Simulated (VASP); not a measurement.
Crystal: LuSc.

```
Lu Sc
1.0
     4.77000    0.00000    0.00000
     0.00000    4.77000    0.00000
     0.00000    0.00000    4.77000
Lu Sc
2 2
Direct
  0.00000 0.00000 0.00000
  0.00000 0.50000 0.50000
  0.50000 0.00000 0.50000
  0.50000 0.50000 0.00000
```

- Program: VASP 6.6.1
- Task: relaxation of volume and atoms at fixed shape
- Functional: LDA
- Potentials or basis: VASP PAW PBE potentials, release 64 (Lu, Sc_sv)
- Cutoff: 600 eV
- k mesh: 5 × 5 × 5
- Occupations: fermi-dirac, width 0.05 eV
- Spin: no spin polarisation

At the start: pressure -5.4 GPa; volume 27.13 Å³/atom.

Question: How do energy, volume and symmetry change on relaxing?

Answer: Over 4 steps the energy falls by 57.9 meV/atom and the volume is 23.99 Å³/atom (-11.6 %); space group P4/mmm (No. 123, to 0.05 Å).

Step by step:
```tsv
step	energy change (eV)	largest force (eV/Å)	pressure (GPa)	volume (Å³)
1	0.0000	0.0000	-5.39	108.53
2	-0.2296	0.0000	0.50	94.82
3	-0.2317	0.0000	0.09	95.73
4	-0.2318	0.0000	-0.03	95.97
```

Final structure:
```
Lu Sc
1.0
     4.57840    0.00000    0.00000
     0.00000    4.57840    0.00000
     0.00000    0.00000    4.57840
Lu Sc
2 2
Direct
  0.00000 0.00000 0.00000
  0.00000 0.50000 0.50000
  0.50000 0.00000 0.50000
  0.50000 0.50000 0.00000
```

Caveat: the PAW data sets were made with another functional, which shifts forces and pressure a little.
